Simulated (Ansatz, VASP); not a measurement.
# Ru: VASP beside Ansatz

File INCAR:

```
SYSTEM = Ru
  ALGO = Normal
  EDIFF = 1E-6
  ENCUT = 560
  GGA = CA
  GGA_COMPAT = .False.
  ISIF = 2
  ISMEAR = 0
  LASPH = .True.
  LCHARG = .False.
  LREAL = .False.
  LWAVE = .False.
  NBANDS = 23
  NELM = 120
  PREC = Accurate
  SIGMA = 0.2
```

File KPOINTS:

```
k-points
0
Gamma
  13 13 8
  0 0 0
```

The input POSCAR:

```
Ru
1.0
    2.6775346364      0.0000000000      0.0000000000
   -1.3387673182      2.3188130146      0.0000000000
    0.0000000000      0.0000000000      4.2181251212
Ru
2
Direct
    0.3333333333      0.6666666667      0.2500000000
    0.6666666667      0.3333333333      0.7500000000
```

Input for Ansatz:

```yaml
crystal:
  lattice:
    - [2.6775346364, 0.0, 0.0]
    - [-1.3387673182, 2.3188130146, 0.0]
    - [0.0, 0.0, 4.2181251212]
  atoms:
    - { symbol: Ru, position: [0.3333333333, 0.6666666667, 0.25] }
    - { symbol: Ru, position: [0.6666666667, 0.3333333333, 0.75] }
hamiltonian:
  xc: lda
  pseudopotentials:
    kind: paw
    azcp:
      Ru: "pseudopotentials/Ru.paw.azcp"
basis:
  ecutwfc: 420
  fft_grid_basis: typed
kpoints:
  mp_grid: { grid: [13, 13, 8], shift: [0, 0, 0] }
magnetization:
  spin_polarized: false
scf:
  occupations: { method: gaussian, width: 0.2 }
  lower_state_search: "off"
output:
  stress: true
  write_density: true
  write_potential: true
  elf: true
  volumetric_format: npy
```

Alike in both runs: task single point; functional LDA; k mesh 13 × 13 × 8; occupations gaussian, width 0.2 eV; no spin polarisation.

|  | VASP | Ansatz |
| --- | --- | --- |
| version | VASP 6.6.1 | Ansatz 0.2.0 |
| potentials or method | VASP PAW LDA potentials, release 64 (Ru_sv), cutoff 560 eV | plane waves (420 eV) with PAW, scalar-relativistic |
| valence electrons in the cell | 32 | 32 |

Ansatz gave:

| Item | Value |
| --- | --- |
| pressure (GPa) | -0.1 |
| traceless stress, the component that is largest in VASP (GPa) | -0.15 |

Which values does VASP return?

Pressure (GPa): 0.5; traceless stress, the component that is largest in VASP (GPa): -0.13.

Ansatz warns that its potentials were made for another functional, while VASP's fit it. LDA's correlation is that of Perdew and Zunger in VASP and of Perdew and Wang (1992) in Ansatz.
